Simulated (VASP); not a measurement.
# Ti6O (P-31m) in VASP: single point with PBEsol

Aim: the single point of Ti6O with PBEsol.

All numbers are computed with VASP 6.6.1; they aren't measurements. Logs are shortened: lines on timing, memory, paths and dates and some standing lists are left out, and cuts for length are marked.

## 1. The cell of the first run

Symmetry: P-31m, No. 162, trigonal system. Conventional cell: a = 4.648 Å, b = 4.648 Å, c = 5.066 Å, α = 90.00°, β = 90.00°, γ = 120.00°. Ti (site symmetry m) has 1 O at 2.02 Å and 6 Ti at 2.67 to 2.69 Å within 2.7 Å. O (site symmetry -3m) has 6 Ti at 2.02 Å within 2.7 Å.

## 2. Single point, PBEsol (strain -0.080 along x and y, +0.080 along z)

The input, INCAR:

```
PREC     = Accurate       # precision mode
ENCUT    = 910            # plane-wave cutoff, eV
EDIFF    = 1E-6           # SCF threshold, eV
ISMEAR   = 0              # smearing method
SIGMA    = 0.15           # smearing width, eV
LREAL    = F              # projectors in reciprocal space
LASPH    = T              # aspherical terms in the spheres
NELM     = 120            # most SCF steps
ALGO     = Normal         # electronic algorithm
ISIF     = 2              # what is computed and relaxed
LWAVE    = F              # write WAVECAR
LCHARG   = F              # write CHGCAR
GGA      = PS             # functional
NBANDS   = 48             # bands
GGA_COMPAT= F
```

The input, KPOINTS:

```
regular mesh
0
Gamma
  12 12 8
```

The input, POSCAR:

```
Ti6O
1.0
    4.6482311629      0.0000000000      0.0000000000
   -2.3241155815      4.0254862698      0.0000000000
    0.0000000000      0.0000000000      5.0656903473
Ti O
6 1
Direct
    0.3313261834      0.0000000000      0.2594789601
    1.0000000000      0.3313261834      0.2594789601
    0.6686738166      0.6686738166      0.2594789601
    1.0000000000      0.6686738166      0.7405210399
    0.6686738166      0.0000000000      0.7405210399
    0.3313261834      0.3313261834      0.7405210399
    0.0000000000      0.0000000000      0.0000000000
```

Potentials or basis: VASP PAW PBE potentials, release 64 (Ti_sv, O_h).

Launch:

```bash
$ cat potpaw_PBE.64/Ti_sv/POTCAR potpaw_PBE.64/O_h/POTCAR > POTCAR
$ mpirun -np 1 vasp_std > vasp.out
```

OUTCAR:

```text
PREC = Accurate
   ENCUT = 910
   EDIFF = 1E-6
   ISMEAR = 0
   LREAL = F
   LASPH = T
   NELM = 120
   ISIF = 2
   GGA = PS

 ion  position               nearest neighbor table
   1  0.331  0.000  0.259-   7 2.02   3 2.67   2 2.67   2 2.69   3 2.69   3 2.69   2 2.69   4 2.88
                             6 2.88   5 2.90
   2  0.000  0.331  0.259-   7 2.02   1 2.67   3 2.67   1 2.69   3 2.69   3 2.69   1 2.69   6 2.88
                             5 2.88   4 2.90
   3  0.669  0.669  0.259-   7 2.02   1 2.67   2 2.67   2 2.69   1 2.69   2 2.69   1 2.69   4 2.88
                             5 2.88   6 2.90
   4  0.000  0.669  0.741-   7 2.02   5 2.67   6 2.67   5 2.69   6 2.69   6 2.69   5 2.69   3 2.88
                             1 2.88   2 2.90
   5  0.669  0.000  0.741-   7 2.02   6 2.67   4 2.67   4 2.69   6 2.69   6 2.69   4 2.69   2 2.88
                             3 2.88   1 2.90
   6  0.331  0.331  0.741-   7 2.02   5 2.67   4 2.67   4 2.69   5 2.69   4 2.69   5 2.69   2 2.88
                             1 2.88   3 2.90
   7  0.000  0.000  0.000-   1 2.02   5 2.02   3 2.02   6 2.02   2 2.02   4 2.02

  LATTYP: Found a hexagonal cell.
 ALAT       =     4.6482311629
 C/A-ratio  =     1.0898103321

  Lattice vectors:

 A1 = (   4.6482311629,   0.0000000000,   0.0000000000)
 A2 = (  -2.3241155815,   4.0254862698,   0.0000000000)
 A3 = (   0.0000000000,   0.0000000000,   5.0656903473)

Analysis of symmetry for initial positions (statically):
=====================================================================
 Subroutine PRICEL returns:
 Original cell was already a primitive cell.

 Routine SETGRP: Setting up the symmetry group for a
 hexagonal supercell.

 Subroutine GETGRP returns: Found 12 space group operations
 (whereof 12 operations were pure point group operations)
 out of a pool of 24 trial point group operations.

The static configuration has the point symmetry D_3d.

Analysis of symmetry for dynamics (positions and initial velocities):
=====================================================================
 Subroutine PRICEL returns:
 Original cell was already a primitive cell.

 Routine SETGRP: Setting up the symmetry group for a
 hexagonal supercell.

 Subroutine GETGRP returns: Found 12 space group operations
 (whereof 12 operations were pure point group operations)
 out of a pool of 24 trial point group operations.

The dynamic configuration has the point symmetry D_3d.

 Subroutine INISYM returns: Found 12 space group operations
 (whereof 12 operations are pure point group operations),
 and found     1 'primitive' translations
[... 105 lines left out ...]
   EDIFF  = 0.1E-05   stopping-criterion for ELM
   LREAL  =      F    real-space projection
   EDIFFG = 0.1E-04   stopping-criterion for IOM
   NSW    =      0    number of steps for IOM
   IBRION =     -1    ionic relax: 0-MD 1-quasi-New 2-CG
   NFREE  =      0    steps in history (QN), initial steepest desc. (CG)
   ISIF   =      2    stress and relaxation
   ISYM   =      2    0-nonsym 1-usesym 2-fastsym
   POTIM  = 0.5000    time-step for ionic-motion
   TEBEG  =    0.0;   TEEND  =   0.0 temperature during run
   PSTRESS=    0.0 pullay stress
   NELECT =      78.0000    total number of electrons
   NUPDOWN=      -1.0000    fix difference up-down
   EMIN   =  10.00;   EMAX   =-10.00  energy-range for DOS
   EFERMI =   0.00;   METHOD = LEGACY
   ISMEAR =     0;   SIGMA  =   0.15  broadening in eV -4-tet -1-fermi 0-gaus
   EFERMI_NEDOS =   21; number of points for ismear=-14 and -15
   IALGO  =     38    algorithm
   IMIX   =      4    mixing-type and parameters
     AMIX     =   0.40;   BMIX     =  1.00
     AMIX_MAG =   1.60;   BMIX_MAG =  1.00
  volume/ion in A,a.u.               =      13.54        91.38
  Fermi-wavevector in a.u.,A,eV,Ry     =   1.534116  2.899058 32.021463  2.353511
  Thomas-Fermi vector in A             =   2.641089
   LORBIT       =      0    0 simple, 1 ext, 2 COOP (PROOUT), +10 PAW based schemes
   GGA     = PS    functional components
   LHFCALC =     F    Hartree Fock is set to
   AEXX    =    0.0000 exact exchange contribution
   IVDW    =     0    specifies the selected vdW correction
   LEPSILON=     F    determine dielectric tensor
   LRPA    =     F    only Hartree local field effects (RPA)
 non-spin polarized calculation
 Gauss-broadening in eV      SIGMA  =   0.15
  energy-cutoff  :      910.00
  volume of cell :       94.79
 maximum number of plane-waves:      5953
 NGX is ok and might be reduce to    48
   NGX = 23   NGY = 23   NGZ = 25

 number of electron      78.0000000 magnetization

 Free energy of the ion-electron system (eV)
  ---------------------------------------------------
  ext. energy  EPLUGINS =         0.00000000
  ---------------------------------------------------
  free energy    TOTEN  =       -59.92578608 eV

  energy without entropy =      -59.84009649  energy(sigma->0) =      -59.88294128

 E-fermi :   9.8360     XC(G=0): -12.4623

 val. band max:        9.8356848144   @ k =   0.1667   0.0000   0.0000
 cond. band min:       9.8377300206   @ k =   0.4167   0.0000   0.0000
 fundamental gap:      0.0020452062
 Fermi energy:         9.8360232421

 k-point     1 :       0.0000    0.0000    0.0000
  band No.  band energies     occupation
      1     -46.4702      2.00000
      2     -46.3598      2.00000
      3     -46.1783      2.00000
      4     -46.1783      2.00000
      5     -46.1741      2.00000
      6     -46.1741      2.00000
[... 1213 lines left out ...]
     47      11.7752      0.00000
     48      11.9054      0.00000

 [... further k-points ...]
[... 5 lines left out ...]
  --------------------------------------------------------------------------------------
  -------------------------------------------------------------------------------------
  Total       14.6138316     14.6138316     -0.9487422     -0.0000000      0.0000000      0.0000000
  in kB      247.0187805    247.0187805    -16.0366660     -0.0000000      0.0000000      0.0000000
  external PRESSURE =     159.3336316 kB  Pullay stress =       0.0000000 kB

 VOLUME and BASIS-vectors are now :
 -----------------------------------------------------------------------------
  energy-cutoff  :      910.00
  volume of cell :       94.79
      direct lattice vectors                 reciprocal lattice vectors
     4.648231163  0.000000000  0.000000000     0.215135600  0.124208597  0.000000000
    -2.324115582  4.025486270  0.000000000     0.000000000  0.248417193  0.000000000
     0.000000000  0.000000000  5.065690347     0.000000000  0.000000000  0.197406460

 POSITION                                       TOTAL-FORCE (eV/Angst)
 -----------------------------------------------------------------------------------
      1.54008      0.00000      1.31444         0.366420     -0.000000     -0.066432
     -0.77004      1.33375      1.31444        -0.183210      0.317329     -0.066432
      1.55408      2.69174      1.31444        -0.183210     -0.317329     -0.066432
     -1.55408      2.69174      3.75125         0.183210     -0.317329      0.066432
      3.10815      0.00000      3.75125        -0.366420     -0.000000      0.066432
      0.77004      1.33375      3.75125         0.183210      0.317329      0.066432
      0.00000      0.00000      0.00000        -0.000000     -0.000000     -0.000000
 -----------------------------------------------------------------------------------
    total drift:                               -0.000000      0.000000      0.000000

  FREE ENERGIE OF THE ION-ELECTRON SYSTEM (eV)
  ---------------------------------------------------
  free  energy   TOTEN  =       -59.9257860750 eV

  energy  without entropy=      -59.8400964854  energy(sigma->0) =      -59.88294128
```

stdout:

```text
POSCAR found type information on POSCAR TiO
 POSCAR found :  2 types and       7 ions
 scaLAPACK will be used
 -----------------------------------------------------------------------------
|                                                                             |
|                                                                             |
|     You enforced a specific xc type in the INCAR file but a different       |
|     I HOPE YOU KNOW WHAT YOU ARE DOING!                                     |
|                                                                             |
 -----------------------------------------------------------------------------

 LDA part: xc-table for (Slater+PW92), standard interpolation
 POSCAR, INCAR and KPOINTS ok, starting setup
 FFT: planning ... GRIDC
 FFT: planning ... GRID_SOFT
 FFT: planning ... GRID
 WAVECAR not read
 entering main loop
```

Run time: 21 min. Hardware: 1 thread of Intel Xeon Platinum 8488C (Sapphire Rapids), shared host; peak memory 1 GiB.

Results:

```
Free energy            : -59.9258 eV
Pressure               : 15.9 GPa
Largest force          : 0.372 eV/Å
Band gap on the k mesh : zero (bands 39 and 40 overlap by 0.46 eV)
```

Forces in eV/Å, atoms in the order of the input:
```
Ti   0.366  0.000 -0.066
Ti  -0.183  0.317 -0.066
Ti  -0.183 -0.317 -0.066
Ti   0.183 -0.317  0.066
Ti  -0.366  0.000  0.066
Ti   0.183  0.317  0.066
O    0.000  0.000  0.000
```

Stress tensor (GPa, compression positive):
```
24.70  0.00  0.00
 0.00 24.70  0.00
 0.00  0.00 -1.60
```

Caveat: the cell differs from its parent crystal (strain -0.080 along x and y, +0.080 along z); the stress differs along the axes, from -2 to 25 GPa; the PAW data sets were made with another functional, which shifts forces and pressure a little.
